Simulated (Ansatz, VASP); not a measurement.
# C in VASP and in Ansatz

The input POSCAR:

```
C
1.0
    0.0000000000      1.7566490000      1.8101510000
    1.7566490000      0.0000000000      1.8101510000
    1.7566490000      1.7566490000      0.0000000000
C
2
Direct
    0.5000000000      0.5000000000      0.5000000000
    0.7500000000      0.7500000000      0.7500000000
```

File INCAR.step1:

```
SYSTEM = C
PREC     = Accurate       ! precision mode
ENCUT    = 1430           ! plane-wave cutoff, eV
ISMEAR   = 0              ! smearing method
SIGMA    = 0.05           ! smearing width, eV
LREAL    = .False.        ! projectors in reciprocal space
LASPH    = .True.         ! aspherical terms in the spheres
NELM     = 120            ! most SCF steps
NBANDS   = 11             ! bands
GGA      = PE             ! functional
ALGO     = Normal         ! electronic algorithm
EDIFF    = 1E-5           ! SCF threshold, eV
LWAVE    = .True.         ! write WAVECAR
LCHARG   = .False.        ! write CHGCAR
GGA_COMPAT= .False.
```

Contents of INCAR.step2:

```
SYSTEM = C
PREC     = Accurate       ! precision mode
ENCUT    = 1430           ! plane-wave cutoff, eV
EDIFF    = 1E-6           ! SCF threshold, eV
ISMEAR   = 0              ! smearing method
SIGMA    = 0.05           ! smearing width, eV
LREAL    = .False.        ! projectors in reciprocal space
LASPH    = .True.         ! aspherical terms in the spheres
NELM     = 120            ! most SCF steps
ALGO     = Normal         ! electronic algorithm
ISIF     = 2              ! what is computed and relaxed
LWAVE    = .False.        ! write WAVECAR
LCHARG   = .False.        ! write CHGCAR
METAGGA  = R2SCAN         ! meta-GGA
LMIXTAU  = .True.       
NBANDS   = 11             ! bands
ISTART   = 1            
GGA_COMPAT= .False.
```

The input KPOINTS:

```
regular mesh
0
Gamma
  12 12 12
  0 0 0
```

Input for Ansatz:

```yaml
crystal:
  lattice:
    - [0.0, 1.756649, 1.810151]
    - [1.756649, 0.0, 1.810151]
    - [1.756649, 1.756649, 0.0]
  atoms:
    - { symbol: C, position: [0.5, 0.5, 0.5] }
    - { symbol: C, position: [0.75, 0.75, 0.75] }
basis:
  ecutwfc: 500
kpoints:
  mp_grid: { grid: [12, 12, 12] }
hamiltonian:
  xc: r2scan
scf:
  occupations: { method: gaussian, width: 0.05 }
output:
  forces: true
  stress: true
  eigenvalues: true
```

Change from the starting cell: strain -0.015 along x and y, +0.015 along z, atoms carried along.

Alike in both runs: task single point; functional r2SCAN; k mesh 12 × 12 × 12; occupations gaussian, width 0.05 eV; no spin polarisation.

|  | VASP | Ansatz |
| --- | --- | --- |
| version | VASP 6.6.1 | Ansatz 0.2.0 |
| potentials or method | VASP PAW PBE potentials, release 64 (C_h), cutoff 1430 eV | scalar-relativistic, plane waves, PAW |
| valence electrons in the cell | 8 | 8 |

|  | VASP | Ansatz | Ansatz less VASP |
| --- | --- | --- | --- |
| gap on the k mesh at the Fermi level (eV) | 4.01 | 4.01 | -0.002 |
| least direct gap on the mesh (eV) | 5.63 | 5.63 | +0.001 |
| pressure (GPa) | 3.9 | 4.6 | +0.64 |
| traceless stress, the component that is largest in VASP (GPa) | -20.72 | -20.68 | +0.046 |

VASP's potentials were made for PBE, not for r2SCAN.
